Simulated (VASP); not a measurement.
# Ge16H6N in VASP: single point with PBEsol

Aim: the single point of Ge16H6N with PBEsol.

All numbers are computed with VASP 6.6.1; they aren't measurements. Logs are shortened: lines on timing, memory, paths and dates and some standing lists are left out, and cuts for length are marked.

## 1. The cell of the first run

The cell holds a slab with vacuum, 23 atoms: a = 8.004 Å, b = 8.004 Å, c = 19.635 Å, α = 90.00°, β = 90.00°, γ = 60.00°.

## 2. Single point, PBEsol, collinear spin, ferromagnetic start

Contents of INCAR:

```
PREC = Accurate
ENCUT = 520
EDIFF = 1E-7
ISMEAR = -1
SIGMA = 0.05
LREAL = Auto
LASPH = True
NELM = 150
ALGO = Normal
ISIF = 2
LWAVE = False
LCHARG = True
ISPIN = 2
MAGMOM = 0 0 0 0 0 0 0 0 0 0 0 0 0 0 0 0 0 0 0 0 0 0 1
LORBIT = 11
GGA = PS
LELF = True
LVHAR = True
NBANDS = 138
```

Contents of KPOINTS:

```
Automatic mesh
0
Gamma
  1 1 1
```

Contents of POSCAR:

```
Ge16H6N
1.0
    8.0044490000      0.0000000000      0.0000000000
    4.0022240000      6.9320560000      0.0000000000
    0.0000000000      0.0000000000     19.6347530000
H Ge N
6 16 1
Direct
    0.1666682242      0.1666605117      0.0509301034
    0.6666651634      0.1666605117      0.0509301034
    0.1666615317      0.6666708982      0.0509301034
    0.6666584709      0.6666708982      0.0509301034
    2.7799047332     -0.1577886849     -0.3457695648
    1.7490887741      1.1211536664      0.0183093722
    0.1666682242      0.1666605117      0.1298717636
    0.6666651634      0.1666605117      0.1298717636
    0.1666615317      0.6666708982      0.1298717636
    0.6666584709      0.6666708982      0.1298717636
   -0.1558508838      0.3274930266      0.1565336727
    0.3637180671      0.3892928736      0.1825742346
   -0.1694239308      0.8297249763      0.1531366348
    0.3356806502      0.8377745362      0.1635110969
   -0.1886379817      0.3535891805      0.2917174461
    0.3726765248      0.3295991838      0.2922878633
   -0.3638914405      1.0536268028      0.2703726398
    0.3805685228      0.8056917024      0.2920586778
    0.0322409755     -0.0539378216      0.3767961838
    0.4994311463     -0.0097373708      0.3804937093
    0.0297279533      0.4214766874      0.4009523318
    0.4566994859      0.5491877157      0.3858515562
    1.5835198105      0.7262203306      0.4502679509
```

Potentials or basis: VASP PAW PBE potentials, release 64 (H, Ge_d, N).

Run with:

```sh
$ cat potpaw_PBE.64/H/POTCAR potpaw_PBE.64/Ge_d/POTCAR potpaw_PBE.64/N/POTCAR > POTCAR
$ mpirun -np 1 vasp_gam > vasp.out
```

OUTCAR:

```text
PREC = Accurate
   ENCUT = 520
   EDIFF = 1E-7
   ISMEAR = -1
   LREAL = Auto
   LASPH = True
   NELM = 150
   ISIF = 2
   ISPIN = 2
   LORBIT = 11
   GGA = PS

 ion  position               nearest neighbor table
   1  0.167  0.167  0.051-   7 1.55
   2  0.667  0.167  0.051-   6 0.86   8 1.55
   3  0.167  0.667  0.051-   9 1.55
   4  0.667  0.667  0.051-  10 1.55
   5  0.780  0.842  0.654-
   6  0.749  0.121  0.018-   2 0.86
   7  0.167  0.167  0.130-   1 1.55  11 2.30  14 2.37
   8  0.667  0.167  0.130-   2 1.55  13 2.38  11 2.40  12 2.41
   9  0.167  0.667  0.130-   3 1.55  12 2.23  13 2.37  14 2.45
  10  0.667  0.667  0.130-   4 1.55  13 2.31  14 2.39  11 2.41
  11  0.844  0.327  0.157-   7 2.30   8 2.40  10 2.41  15 2.67
  12  0.364  0.389  0.183-  16 2.20   9 2.23   8 2.41
  13  0.831  0.830  0.153-  10 2.31   9 2.37   8 2.38  17 2.85
  14  0.336  0.838  0.164-   7 2.37  10 2.39   9 2.45  18 2.54
  15  0.811  0.354  0.292-  11 2.67
  16  0.373  0.330  0.292-  12 2.20  17 2.20  22 2.85
  17  0.636  0.054  0.270-  16 2.20  20 2.59  13 2.85
  18  0.381  0.806  0.292-  14 2.54  22 2.59  20 2.74
  19  0.032  0.946  0.377-
  20  0.499  0.990  0.380-  23 2.32  17 2.59  18 2.74
  21  0.030  0.421  0.401-
  22  0.457  0.549  0.386-  18 2.59  16 2.85
  23  0.584  0.726  0.450-  20 2.32

  LATTYP: Found a hexagonal cell.
 ALAT       =     8.0044485965
 C/A-ratio  =     2.4529800852

  Lattice vectors:

 A1 = (  -4.0022240000,  -6.9320560000,   0.0000000000)
 A2 = (   8.0044490000,   0.0000000000,   0.0000000000)
 A3 = (   0.0000000000,   0.0000000000,  19.6347530000)

Analysis of symmetry for initial positions (statically):
=====================================================================
 Subroutine PRICEL returns:
 Original cell was already a primitive cell.

 Routine SETGRP: Setting up the symmetry group for a
 hexagonal supercell.

 Subroutine GETGRP returns: Found  1 space group operations
 (whereof  1 operations were pure point group operations)
 out of a pool of 24 trial point group operations.

The static configuration has the point symmetry C_1 .

Analysis of symmetry for dynamics (positions and initial velocities):
=====================================================================
 Subroutine PRICEL returns:
 Original cell was already a primitive cell.

 Routine SETGRP: Setting up the symmetry group for a
 hexagonal supercell.

 Subroutine GETGRP returns: Found  1 space group operations
 (whereof  1 operations were pure point group operations)
 out of a pool of 24 trial point group operations.

The dynamic configuration has the point symmetry C_1 .

Analysis of structural, dynamic, and magnetic symmetry:
=====================================================================
 Subroutine PRICEL returns:
 Original cell was already a primitive cell.

 Routine SETGRP: Setting up the symmetry group for a
 hexagonal supercell.

 Subroutine GETGRP returns: Found  1 space group operations
 (whereof  1 operations were pure point group operations)
 out of a pool of 24 trial point group operations.

The overall configuration has the point symmetry C_1 .

 Subroutine INISYM returns: Found  1 space group operations
 (whereof  1 operations are pure point group operations),
 and found     1 'primitive' translations

----------------------------------------------------------------------------------------

                                     Primitive cell

  volume of cell :    1089.4792

  direct lattice vectors                    reciprocal lattice vectors
     8.004449000  0.000000000  0.000000000     0.124930523 -0.072128664  0.000000000
     4.002224000  6.932056000  0.000000000     0.000000000  0.144257346  0.000000000
     0.000000000  0.000000000 19.634753000     0.000000000  0.000000000  0.050930103

  length of vectors
     8.004449000  8.004448596 19.634753000     0.144257339  0.144257346  0.050930103

  position of ions in fractional coordinates (direct lattice)
     0.166668224  0.166660512  0.050930103
     0.666665163  0.166660512  0.050930103
     0.166661532  0.666670898  0.050930103
     0.666658471  0.666670898  0.050930103
     0.779904733  0.842211315  0.654230435
     0.749088774  0.121153666  0.018309372
[... 15 lines left out ...]
     0.456699486  0.549187716  0.385851556
     0.583519811  0.726220331  0.450267951

  ion indices of the primitive-cell ions
   primitive index   ion index
                 1           1
                 2           2
                 3           3
                 4           4
                 5           5
                 6           6
[... 15 lines left out ...]
                22          22
                23          23

----------------------------------------------------------------------------------------

 KPOINTS: Automatic mesh

Automatic generation of k-mesh.
 Grid dimensions read from file:
 generate k-points for:    1    1    1

 Generating k-lattice:

  Cartesian coordinates                     Fractional coordinates (reciprocal lattice)
     0.124930523 -0.072128664  0.000000000     1.000000000 -0.000000000  0.000000000
     0.000000000  0.144257346  0.000000000     0.000000000  1.000000000  0.000000000
     0.000000000  0.000000000  0.050930103     0.000000000  0.000000000  1.000000000

  Length of vectors
     0.144257339  0.144257346  0.050930103

  Shift w.r.t. Gamma in fractional coordinates (k-lattice)
     0.000000000  0.000000000  0.000000000

 Subroutine IBZKPT returns following result:
 ===========================================

 Found      1 irreducible k-points:

 Following reciprocal coordinates:
            Coordinates               Weight
  0.000000  0.000000  0.000000      1.000000
   k-points           NKPTS =      1   k-points in BZ     NKDIM =      1   number of bands    NBANDS=    138
   number of dos      NEDOS =    301   number of ions     NIONS =     23
   total plane-waves  NPLWV = 540000
   dimension x,y,z NGX =    60 NGY =   60 NGZ =  150
   dimension x,y,z NGXF=   120 NGYF=  120 NGZF=  300
   ions per type =               6  16   1
   NGX,Y,Z   is equivalent  to a cutoff of  12.46, 12.46, 12.70 a.u.
   NGXF,Y,Z  is equivalent  to a cutoff of  24.92, 24.92, 25.40 a.u.
 SYSTEM =  unknown system
   PREC   = accura    normal or accurate (medium, high low for compatibility)
   ISTART =      0    job   : 0-new  1-cont  2-samecut
   ICHARG =      2    charge: 1-file 2-atom 10-const
   ISPIN  =      2    spin polarized calculation?
   LNONCOLLINEAR =      F non collinear calculations
   LSORBIT =      F    spin-orbit coupling
   LASPH  =      T    aspherical Exc in radial PAW
   ENCUT  =  520.0 eV  38.22 Ry    6.18 a.u.  14.88 14.88 36.51*2*pi/ulx,y,z
   NELM   =    150;   NELMIN=  2; NELMDL= -5     # of ELM steps
   EDIFF  = 0.1E-06   stopping-criterion for ELM
   LREAL  =      T    real-space projection
   EDIFFG = 0.1E-05   stopping-criterion for IOM
   NSW    =      0    number of steps for IOM
   IBRION =     -1    ionic relax: 0-MD 1-quasi-New 2-CG
   NFREE  =      0    steps in history (QN), initial steepest desc. (CG)
   ISIF   =      2    stress and relaxation
   ISYM   =      2    0-nonsym 1-usesym 2-fastsym
   POTIM  = 0.5000    time-step for ionic-motion
   TEBEG  =    0.0;   TEEND  =   0.0 temperature during run
   PSTRESS=    0.0 pullay stress
   NELECT =     235.0000    total number of electrons
   NUPDOWN=      -1.0000    fix difference up-down
   EMIN   =  10.00;   EMAX   =-10.00  energy-range for DOS
   EFERMI =   0.00;   METHOD = LEGACY
   ISMEAR =    -1;   SIGMA  =   0.05  broadening in eV -4-tet -1-fermi 0-gaus
   EFERMI_NEDOS =   21; number of points for ismear=-14 and -15
   IALGO  =     38    algorithm
   IMIX   =      4    mixing-type and parameters
     AMIX     =   0.40;   BMIX     =  1.00
     AMIX_MAG =   1.60;   BMIX_MAG =  1.00
  volume/ion in A,a.u.               =      47.37       319.66
  Fermi-wavevector in a.u.,A,eV,Ry     =   0.981803  1.855339 13.115168  0.963938
  Thomas-Fermi vector in A             =   2.112838
   LORBIT       =     11    0 simple, 1 ext, 2 COOP (PROOUT), +10 PAW based schemes
   GGA     = PS    functional components
   LHFCALC =     F    Hartree Fock is set to
   AEXX    =    0.0000 exact exchange contribution
   IVDW    =     0    specifies the selected vdW correction
   LEPSILON=     F    determine dielectric tensor
   LRPA    =     F    only Hartree local field effects (RPA)
 spin polarized calculation
  energy-cutoff  :      520.00
  volume of cell :     1089.48
 maximum number of plane-waves:     14704
 NGX is ok and might be reduce to    60
   NGX = 29   NGY = 29   NGZ = 73

 number of electron     235.0000039 magnetization       2.5891117

 Free energy of the ion-electron system (eV)
  ---------------------------------------------------
  ext. energy  EPLUGINS =         0.00000000
  ---------------------------------------------------
  free energy    TOTEN  =       -81.86720570 eV

  energy without entropy =      -81.78028018  energy(sigma->0) =      -81.82374294

 E-fermi :  -1.2352     XC(G=0):  -4.6823

 val. band max:       -1.2839658619   @ k =   0.0000   0.0000   0.0000
 cond. band min:      -1.1339019281   @ k =   0.0000   0.0000   0.0000
 fundamental gap:      0.1500639338
 Fermi energy:        -1.2351519989

 spin component 1

 k-point     1 :       0.0000    0.0000    0.0000
  band No.  band energies     occupation
      1     -26.5588      1.00000
      2     -26.5553      1.00000
      3     -26.5281      1.00000
      4     -26.5068      1.00000
      5     -26.5031      1.00000
      6     -26.4235      1.00000
[... 121 lines left out ...]
    128       0.3952      0.00000
    129       0.4747      0.00000
 Fermi energy:        -1.2351519989

 spin component 2

 k-point     1 :       0.0000    0.0000    0.0000
  band No.  band energies     occupation
      1     -26.5242      1.00000
      2     -26.5197      1.00000
      3     -26.4880      1.00000
      4     -26.4601      1.00000
      5     -26.4545      1.00000
      6     -26.4070      1.00000
[... 121 lines left out ...]
    128       0.6956      0.00000
    129       0.8667      0.00000
 [bands above 129 left out]

------------------------ aborting loop because EDIFF is reached ----------------------------------------

  FORCE on cell =-STRESS in cart. coord.  units (eV):
  Direction    XX          YY          ZZ          XY          YZ          ZX
  --------------------------------------------------------------------------------------
  -------------------------------------------------------------------------------------
  Total       -2.9574736      7.2818872      2.6622521     -5.7009400     -4.3990159     -4.5968719
  in kB       -4.3492314     10.7086712      3.9150815     -8.3837458     -6.4691491     -6.7601143
  external PRESSURE =       3.4248404 kB  Pullay stress =       0.0000000 kB

 VOLUME and BASIS-vectors are now :
 -----------------------------------------------------------------------------
  energy-cutoff  :      520.00
  volume of cell :     1089.48
      direct lattice vectors                 reciprocal lattice vectors
     8.004449000  0.000000000  0.000000000     0.124930523 -0.072128664  0.000000000
     4.002224000  6.932056000  0.000000000     0.000000000  0.144257346  0.000000000
     0.000000000  0.000000000 19.634753000     0.000000000  0.000000000  0.050930103

 POSITION                                       TOTAL-FORCE (eV/Angst)
 -----------------------------------------------------------------------------------
      2.00110      1.15530      1.00000         0.339185      0.122897     -0.204379
      6.00330      1.15530      1.00000         0.422260     -0.230005     -3.357314
      4.00220      4.62140      1.00000        -0.011558     -0.114332     -0.070343
      8.00440      4.62140      1.00000        -0.011469      0.020881     -0.151584
      9.61343      5.83826     12.84565        -0.001078     -0.000465     -0.002342
      6.48093      0.83984      0.35950        -0.266039      0.389458     -0.211077
[... 15 lines left out ...]
      5.85360      3.80700      7.57610         1.290270      1.571932      1.065217
      7.57725      5.03420      8.84090        -0.809405      0.142511     -2.888594
 -----------------------------------------------------------------------------------
    total drift:                                0.002079      0.001051      0.002942

  FREE ENERGIE OF THE ION-ELECTRON SYSTEM (eV)
  ---------------------------------------------------
  free  energy   TOTEN  =       -81.8672057033 eV

  energy  without entropy=      -81.7802801770  energy(sigma->0) =      -81.82374294

 total charge

# of ion       s       p       d       tot
------------------------------------------
    1        0.524   0.013   0.000   0.537
    2        0.599   0.037   0.000   0.636
    3        0.523   0.013   0.000   0.536
    4        0.527   0.013   0.000   0.540
    5        0.372   0.000   0.000   0.372
    6        0.515   0.020   0.000   0.535
[... 15 lines left out ...]
   22        1.276   0.797   9.995  12.069
   23        1.332   1.997   0.000   3.329
--------------------------------------------------
tot         23.351  20.090 160.330 203.771

 magnetization (x)

# of ion       s       p       d       tot
------------------------------------------
    1        0.002   0.000   0.000   0.002
    2       -0.005   0.007   0.000   0.002
    3       -0.001   0.000   0.000  -0.001
    4        0.002   0.000   0.000   0.002
    5        0.372   0.000   0.000   0.372
    6        0.042  -0.000   0.000   0.042
[... 15 lines left out ...]
   22        0.002   0.033   0.002   0.036
   23       -0.005  -0.271   0.000  -0.276
--------------------------------------------------
tot          0.667   0.388   0.044   1.099
```

It took 42 min on 1 thread of Intel Xeon Platinum 8488C (Sapphire Rapids), shared host; peak memory 1.5 GiB.

What came out:

| Quantity | Value |
| --- | --- |
| Free energy | -81.8672 eV |
| Largest force | 4.482 eV/Å |
| Net moment | 2.59 μB per cell |
| Site moments | H +0.00, -0.00, +0.37, +0.04 (each value once); Ge +0.02, +0.09, +0.03, +0.05, +0.01, +0.04, +0.08, +0.21 (each value once); N -0.28 μB |
| Valence electrons inside the program's atomic spheres | H 0.54, 0.64, 0.37 (each value once); Ge 12.47, 12.53, 12.60, 12.57, 12.48, 12.58, 12.46, 12.44, 12.07, 12.32, 12.20, 11.97, 12.11, 11.95 (each value once); N 3.33 |

Forces on the atoms (eV/Å):
```
H    0.339  0.123 -0.204
H    0.422 -0.230 -3.357
H   -0.012 -0.114 -0.070
H   -0.011  0.021 -0.152
H   -0.001  0.000 -0.002
H   -0.266  0.389 -0.211
Ge   0.951  0.052 -0.295
Ge   0.359 -0.418  2.752
Ge   0.159  2.147 -0.951
Ge  -0.648 -0.664 -0.787
Ge  -0.633  0.504  1.386
Ge  -0.333 -1.153 -1.067
Ge  -0.097  1.086  0.798
Ge  -0.283 -0.296  1.425
Ge  -0.004 -0.075  0.033
Ge  -1.959  2.334  2.651
Ge   2.308 -3.831 -0.299
Ge   0.318  0.505 -0.107
Ge   0.350  0.112 -0.197
Ge  -0.862 -2.334  1.245
Ge  -0.579  0.128 -0.766
Ge   1.290  1.572  1.065
N   -0.809  0.143 -2.889
```

Levels at points of the mesh, in eV from the Fermi level:
Spin up:
| k point | band 116 | band 117 | band 118 | band 119 | band 120 | band 121 | band 122 | band 123 |
| --- | --- | --- | --- | --- | --- | --- | --- | --- |
| (0.00, 0.00, 0.00) | -0.46 | -0.26 | -0.22 | -0.05 | 0.13 | 0.22 | 0.56 | 0.72 |
Spin down:
```tsv
k point	band 113	band 114	band 115	band 116	band 117	band 118	band 119	band 120
(0.00, 0.00, 0.00)	-0.90	-0.83	-0.41	-0.32	0.10	0.13	0.20	0.37
```

Caveat: the k points lie up to 0.91 Å⁻¹ apart; the PAW data sets were made with another functional, which shifts forces and pressure a little.
